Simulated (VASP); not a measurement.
# SiO2 (SiO2 (P4_12_12)) (P4_12_12) in VASP: single point with r2SCANh

Aim: the single point of SiO2 (SiO2 (P4_12_12)) with r2SCANh.

Program: VASP 6.6.1. These are calculated values, not measurements. Logs are shortened: lines on timing, memory, paths and dates and some standing lists are left out, and cuts for length are marked.

## Step 1: The cell of the first run

It takes space group P4_12_12 (No. 92, tetragonal). Conventional cell: a = 5.081 Å, b = 5.081 Å, c = 7.094 Å, α = 90.00°, β = 90.00°, γ = 90.00°. Within 2.2 Å of Si (site symmetry 2) lie 4 O at 1.63 Å. Within 2.2 Å of O (site symmetry 1) lie 2 Si at 1.63 Å.

## Step 2: Single point, r2SCANh

POSCAR

```
SiO2
1.0
    0.0000000000      5.0813926894      7.0944098913
    5.0813926894      0.0000000000      7.0944098913
    5.0813926894      5.0813926894      0.0000000000
Si O
8 16
Direct
    0.2500000000      0.2500000000      0.4557663031
    0.7500000000      0.7500000000      0.9557663031
    0.0807663031      0.6692336969      0.1250000000
    0.5807663031      0.1692336969      0.6250000000
    0.4192336969      0.8307663031      0.3750000000
    0.9192336969      0.3307663031      0.8750000000
    0.0000000000      0.0000000000      0.2942336969
    0.5000000000      0.5000000000      0.7942336969
    0.0892867290      0.2360795162      0.6696805091
    0.5892867290      0.7360795162      0.1696805091
    0.4860795162      0.3392867290      0.7549532456
    0.9860795162      0.8392867290      0.2549532456
    0.4107132710      0.2639204838      0.4950467544
    0.9107132710      0.7639204838      0.9950467544
    0.2053194909      0.8700467544      0.3889204838
    0.7053194909      0.3700467544      0.8889204838
    0.0139204838      0.1607132710      0.0803194909
    0.5139204838      0.6607132710      0.5803194909
    0.3799532456      0.0446805091      0.3610795162
    0.8799532456      0.5446805091      0.8610795162
    0.2946805091      0.6299532456      0.9642867290
    0.7946805091      0.1299532456      0.4642867290
    0.1200467544      0.4553194909      0.2857132710
    0.6200467544      0.9553194909      0.7857132710
```

INCAR.step1

```
SYSTEM = SiO2
PREC = Accurate
ENCUT = 580
EDIFF = 1E-5
ISMEAR = 0
SIGMA = 0.01
LREAL = .False.
LASPH = .True.
NELM = 120
ALGO = Normal
ISIF = 2
LWAVE = .True.
LCHARG = .False.
GGA = PE
NBANDS = 82
GGA_COMPAT = .False.
```

INCAR.step2

```
SYSTEM = SiO2
PREC = Accurate
ENCUT = 580
EDIFF = 1E-6
ISMEAR = 0
SIGMA = 0.01
LREAL = .False.
LASPH = .True.
NELM = 120
ALGO = Normal
ISIF = 2
LWAVE = .False.
LCHARG = .False.
METAGGA = R2SCAN
LHFCALC = .True.
AEXX = 0.1
LMIXTAU = .True.
PRECFOCK = Fast
ISTART = 1
NBANDS = 82
GGA_COMPAT = .False.
```

KPOINTS

```
regular mesh
0
Gamma
  1 1 1
  0 0 0
```

Potentials or basis: VASP PAW PBE potentials, release 64 (Si, O).

Command:

```
$ cat potpaw_PBE.64/Si/POTCAR potpaw_PBE.64/O/POTCAR > POTCAR
$ cp INCAR.step1 INCAR
$ mpirun -np 1 vasp_gam > vasp.out
$ cp INCAR.step2 INCAR
$ mpirun -np 1 vasp_gam > vasp.out
```

OUTCAR:

```text
SYSTEM = SiO2
   PREC = Accurate
   ENCUT = 580
   EDIFF = 1E-6
   ISMEAR = 0
   LREAL = .False.
   LASPH = .True.
   NELM = 120
   ISIF = 2
   METAGGA = R2SCAN
   LHFCALC = .True.
   AEXX = 0.1
   PRECFOCK = Fast
   ISTART = 1

 ion  position               nearest neighbor table
   1  0.250  0.250  0.456-   9 1.63  13 1.63  23 1.63  19 1.63   3 3.13   4 3.13   5 3.13   6 3.13

   2  0.750  0.750  0.956-  10 1.63  14 1.63  24 1.63  20 1.63   3 3.13   4 3.13   5 3.13   6 3.13

   3  0.081  0.669  0.125-  21 1.63  23 1.63  12 1.63  14 1.63   1 3.13   2 3.13   7 3.13   8 3.13

   4  0.581  0.169  0.625-  22 1.63  24 1.63  11 1.63  13 1.63   1 3.13   2 3.13   7 3.13   8 3.13

   5  0.419  0.831  0.375-  15 1.63  19 1.63  18 1.63  10 1.63   1 3.13   2 3.13   7 3.13   8 3.13

   6  0.919  0.331  0.875-  16 1.63  20 1.63  17 1.63   9 1.63   1 3.13   2 3.13   7 3.13   8 3.13

   7  0.000  0.000  0.294-  17 1.63  12 1.63  22 1.63  15 1.63   3 3.13   4 3.13   5 3.13   6 3.13

   8  0.500  0.500  0.794-  18 1.63  11 1.63  21 1.63  16 1.63   3 3.13   4 3.13   5 3.13   6 3.13

   9  0.089  0.236  0.670-   1 1.63   6 1.63
  10  0.589  0.736  0.170-   2 1.63   5 1.63
  11  0.486  0.339  0.755-   8 1.63   4 1.63
  12  0.986  0.839  0.255-   7 1.63   3 1.63
  13  0.411  0.264  0.495-   1 1.63   4 1.63
  14  0.911  0.764  0.995-   2 1.63   3 1.63
[... 8 lines left out ...]
  23  0.120  0.455  0.286-   3 1.63   1 1.63
  24  0.620  0.955  0.786-   4 1.63   2 1.63

  LATTYP: Found a body centered tetragonal cell.
 ALAT       =     7.1861744571
 C/A-ratio  =     1.9744608021

  Lattice vectors:

 A1 = (  -5.0813926894,   0.0000000000,   7.0944098913)
 A2 = (   5.0813926894,   0.0000000000,   7.0944098913)
 A3 = (   0.0000000000,   5.0813926894,  -7.0944098913)

Analysis of symmetry for initial positions (statically):
=====================================================================
 Subroutine PRICEL returns following result:

  LATTYP: Found a simple tetragonal cell.
 ALAT       =     5.0813926894
 C/A-ratio  =     1.3961546224

  Lattice vectors:

 A1 = (   5.0813926894,   0.0000000000,   0.0000000000)
 A2 = (   0.0000000000,   5.0813926894,   0.0000000000)
 A3 = (   0.0000000000,   0.0000000000,   7.0944098913)

   2 primitive cells build up your supercell.

 Routine SETGRP: Setting up the symmetry group for a
 body centered tetragonal supercell.

 Subroutine GETGRP returns: Found  8 space group operations
 (whereof  2 operations were pure point group operations)
 out of a pool of 16 trial point group operations.

The static configuration has the point symmetry C_2 .
 The point group associated with its full space group is D_4 .

Analysis of symmetry for dynamics (positions and initial velocities):
=====================================================================
 Subroutine PRICEL returns following result:

  LATTYP: Found a simple tetragonal cell.
 ALAT       =     5.0813926894
 C/A-ratio  =     1.3961546224

  Lattice vectors:

 A1 = (   5.0813926894,   0.0000000000,   0.0000000000)
 A2 = (   0.0000000000,   5.0813926894,   0.0000000000)
 A3 = (   0.0000000000,   0.0000000000,   7.0944098913)

   2 primitive cells build up your supercell.

 Routine SETGRP: Setting up the symmetry group for a
 body centered tetragonal supercell.

 Subroutine GETGRP returns: Found  8 space group operations
 (whereof  2 operations were pure point group operations)
 out of a pool of 16 trial point group operations.

The dynamic configuration has the point symmetry C_2 .
 The point group associated with its full space group is D_4 .

 Subroutine INISYM returns: Found  8 space group operations
 (whereof  2 operations are pure point group operations),
 and found     2 'primitive' translations

----------------------------------------------------------------------------------------

                                     Primitive cell

  volume of cell :     183.1816

  direct lattice vectors                    reciprocal lattice vectors
     5.081392689  0.000000000  0.000000000     0.196796442  0.000000000  0.000000000
     0.000000000  5.081392689  0.000000000     0.000000000  0.196796442  0.000000000
     0.000000000  0.000000000  7.094409891     0.000000000  0.000000000  0.140956051

  length of vectors
     5.081392689  5.081392689  7.094409891     0.196796442  0.196796442  0.140956051

  position of ions in fractional coordinates (direct lattice)
     0.705766303  0.705766303  0.500000000
     0.794233697  0.205766303  0.750000000
     0.205766303  0.794233697  0.250000000
     0.294233697  0.294233697  0.000000000
     0.905760025  0.758967238  0.325366245
     0.094239975  0.241032762  0.825366245
     0.758967238  0.905760025  0.674633755
     0.258967238  0.594239975  0.075366245
     0.241032762  0.094239975  0.174633755
     0.405760025  0.741032762  0.424633755
     0.594239975  0.258967238  0.924633755
     0.741032762  0.405760025  0.575366245

  ion indices of the primitive-cell ions
   primitive index   ion index
                 1           1
                 2           4
                 3           5
                 4           7
                 5           9
                 6          11
                 7          13
                 8          15
                 9          17
                10          19
                11          22
                12          23

----------------------------------------------------------------------------------------

 KPOINTS: regular mesh

Automatic generation of k-mesh.
 Grid dimensions read from file:
 generate k-points for:    1    1    1

 Generating k-lattice:

  Cartesian coordinates                     Fractional coordinates (reciprocal lattice)
    -0.098398221  0.098398221  0.070478025     1.000000000  0.000000000  0.000000000
     0.098398221 -0.098398221  0.070478025     0.000000000  1.000000000  0.000000000
     0.098398221  0.098398221 -0.070478025    -0.000000000 -0.000000000  1.000000000

  Length of vectors
     0.155985806  0.155985806  0.155985806

  Shift w.r.t. Gamma in fractional coordinates (k-lattice)
     0.000000000  0.000000000  0.000000000

 Subroutine IBZKPT returns following result:
 ===========================================

 Found      1 irreducible k-points:

 Following reciprocal coordinates:
            Coordinates               Weight
  0.000000  0.000000  0.000000      1.000000
   k-points           NKPTS =      1   k-points in BZ     NKDIM =      1   number of bands    NBANDS=     82
   number of dos      NEDOS =    301   number of ions     NIONS =     24
   total plane-waves  NPLWV = 274400
   dimension x,y,z NGX =    70 NGY =   70 NGZ =   56
   dimension x,y,z NGXF=   140 NGYF=  140 NGZF=  112
   ions per type =               8  16
   NGX,Y,Z   is equivalent  to a cutoff of  13.34, 13.34, 12.96 a.u.
   NGXF,Y,Z  is equivalent  to a cutoff of  26.67, 26.67, 25.91 a.u.
 SYSTEM =  SiO2
   PREC   = accura    normal or accurate (medium, high low for compatibility)
   ISTART =      1    job   : 0-new  1-cont  2-samecut
   ICHARG =      0    charge: 1-file 2-atom 10-const
   ISPIN  =      1    spin polarized calculation?
   LNONCOLLINEAR =      F non collinear calculations
   LSORBIT =      F    spin-orbit coupling
   LASPH  =      T    aspherical Exc in radial PAW
   ENCUT  =  580.0 eV  42.63 Ry    6.53 a.u.  17.14 17.14 14.11*2*pi/ulx,y,z
   NELM   =    120;   NELMIN=  2; NELMDL=  0     # of ELM steps
   EDIFF  = 0.1E-05   stopping-criterion for ELM
   LREAL  =      F    real-space projection
   EDIFFG = 0.1E-04   stopping-criterion for IOM
   NSW    =      0    number of steps for IOM
   IBRION =     -1    ionic relax: 0-MD 1-quasi-New 2-CG
   NFREE  =      0    steps in history (QN), initial steepest desc. (CG)
   ISIF   =      2    stress and relaxation
   ISYM   =      3    0-nonsym 1-usesym 2-fastsym
   POTIM  = 0.5000    time-step for ionic-motion
   TEBEG  =    0.0;   TEEND  =   0.0 temperature during run
   PSTRESS=    0.0 pullay stress
   NELECT =     128.0000    total number of electrons
   NUPDOWN=      -1.0000    fix difference up-down
   EMIN   =  10.00;   EMAX   =-10.00  energy-range for DOS
   EFERMI =   0.00;   METHOD = LEGACY
   ISMEAR =     0;   SIGMA  =   0.01  broadening in eV -4-tet -1-fermi 0-gaus
   EFERMI_NEDOS =   21; number of points for ismear=-14 and -15
   IALGO  =     38    algorithm
   IMIX   =      1    mixing-type and parameters
     AMIX     =   0.40;   BMIX     =  1.00
     AMIX_MAG =   1.60;   BMIX_MAG =  1.00
  volume/ion in A,a.u.               =      15.27       103.01
  Fermi-wavevector in a.u.,A,eV,Ry     =   1.153031  2.178912 18.088672  1.329480
  Thomas-Fermi vector in A             =   2.289678
   LORBIT       =      0    0 simple, 1 ext, 2 COOP (PROOUT), +10 PAW based schemes
   METAGGA = R2SCAN    functional components
   LHFCALC =     T    Hartree Fock is set to
   PRECFOCK=fast      Normal, Fast or Accurate (Low or Medium for compatibility)
   ENCUT4O =  -1.0   cutoff for four orbital integrals eV
   NKREDX  =     1    reduce k-point grid by
   NKREDY  =     1    reduce k-point grid by
   NKREDZ  =     1    reduce k-point grid by
   AEXX    =    0.1000 exact exchange contribution
   HFSCREEN=    0.0000 screening length (either q_TF or 0.3 A-1)
   HFSCREENC=   0.0000 screening length for correlation (either q_TF or 0.3 A-1)
   ENCUTFOCK=  -1.0 apply spherical cutoff to Coloumb kernel
   IVDW    =     0    specifies the selected vdW correction
   LEPSILON=     F    determine dielectric tensor
   LRPA    =     F    only Hartree local field effects (RPA)
 non-spin polarized calculation
 Gauss-broadening in eV      SIGMA  =   0.01
  energy-cutoff  :      580.00
  volume of cell :      366.36
 maximum number of plane-waves:      5786
 NGX is ok and might be reduce to    70
  NGX = 36; NGY = 36; NGZ = 30

 number of electron     127.9999984 magnetization

 Free energy of the ion-electron system (eV)
  ---------------------------------------------------
  ext. energy  EPLUGINS =         0.00000000
  ---------------------------------------------------
  free energy    TOTEN  =      -256.23327103 eV

  energy without entropy =     -256.23327103  energy(sigma->0) =     -256.23327103

 E-fermi :  -1.3149     XC(G=0):  -7.7698

 val. band max:       -1.3756018596   @ k =   0.0000   0.0000   0.0000
 cond. band min:       5.7062183519   @ k =   0.0000   0.0000   0.0000
 fundamental gap:      7.0818202115
 Fermi energy:        -1.3148763574

 k-point     1 :       0.0000    0.0000    0.0000
  band No.  band energies     occupation
      1     -22.1482      2.00000
      2     -21.2703      2.00000
      3     -21.2703      2.00000
      4     -21.2436      2.00000
      5     -21.2436      2.00000
      6     -21.2436      2.00000
[... 68 lines left out ...]
     75       9.9243      0.00000
     76       9.9243      0.00000
 [bands above 76 left out]

------------------------ aborting loop because EDIFF is reached ----------------------------------------

  FORCE on cell =-STRESS in cart. coord.  units (eV):
  Direction    XX          YY          ZZ          XY          YZ          ZX
  --------------------------------------------------------------------------------------
  -------------------------------------------------------------------------------------
  Total      -12.7767606    -12.7767606    -13.1396850      0.0000000      0.0000000      0.0000000
  in kB      -55.8752590    -55.8752590    -57.4623981      0.0000000      0.0000000      0.0000000
  external PRESSURE =     -56.4043054 kB  Pullay stress =       0.0000000 kB

 VOLUME and BASIS-vectors are now :
 -----------------------------------------------------------------------------
  energy-cutoff  :      580.00
  volume of cell :      366.36
      direct lattice vectors                 reciprocal lattice vectors
     0.000000000  5.081392689  7.094409891    -0.098398221  0.098398221  0.070478025
     5.081392689  0.000000000  7.094409891     0.098398221 -0.098398221  0.070478025
     5.081392689  5.081392689  0.000000000     0.098398221  0.098398221 -0.070478025

 POSITION                                       TOTAL-FORCE (eV/Angst)
 -----------------------------------------------------------------------------------
      3.58628      3.58628      3.54720        -0.050443     -0.050443     -0.000000
      8.66767      8.66767     10.64161        -0.050443     -0.050443     -0.000000
      4.03581      1.04558      5.32081         0.050443     -0.050443     -0.000000
      4.03581      6.12697      5.32081         0.050443     -0.050443     -0.000000
      6.12697      4.03581      8.86801        -0.050443      0.050443     -0.000000
      6.12697      9.11721      8.86801        -0.050443      0.050443     -0.000000
[... 16 lines left out ...]
      3.76548      2.06183      4.08188         0.025723      0.197354      0.285811
      8.84687      7.14322     11.17629         0.025723      0.197354      0.285811
 -----------------------------------------------------------------------------------
    total drift:                                0.000173      0.000175     -0.000144

  FREE ENERGIE OF THE ION-ELECTRON SYSTEM (eV)
  ---------------------------------------------------
  free  energy   TOTEN  =      -256.2332710272 eV

  energy  without entropy=     -256.2332710272  energy(sigma->0) =     -256.23327103
```

Run time: 7.6 min. Hardware: 1 thread of AMD EPYC 7R43 (Zen 3), shared host; peak memory 0.68 GiB.

Results:

```
Free energy            : -256.2333 eV
Pressure               : -5.6 GPa
Largest force          : 0.348 eV/Å
Band gap on the k mesh : 7.08 eV
```

Forces in eV/Å, atoms in the order of the input:
```
Si  -0.050 -0.050  0.000
Si  -0.050 -0.050  0.000
Si   0.050 -0.050  0.000
Si   0.050 -0.050  0.000
Si  -0.050  0.050  0.000
Si  -0.050  0.050  0.000
Si   0.050  0.050  0.000
Si   0.050  0.050  0.000
O    0.197 -0.026  0.286
O    0.197 -0.026  0.286
O   -0.197  0.026  0.286
O   -0.197  0.026  0.286
O   -0.026  0.197 -0.286
O   -0.026  0.197 -0.286
O   -0.026 -0.197  0.286
O   -0.026 -0.197  0.286
O    0.026 -0.197 -0.286
O    0.026 -0.197 -0.286
O    0.197  0.026 -0.286
O    0.197  0.026 -0.286
O   -0.197 -0.026 -0.286
O   -0.197 -0.026 -0.286
O    0.026  0.197  0.286
O    0.026  0.197  0.286
```

Stress tensor (GPa, compression positive):
```
-5.59  0.00  0.00
 0.00 -5.59  0.00
 0.00  0.00 -5.75
```

Caveat: the k points lie up to 0.98 Å⁻¹ apart; the PAW data sets were made with another functional, which shifts forces and pressure a little. A k mesh can miss the band edges.
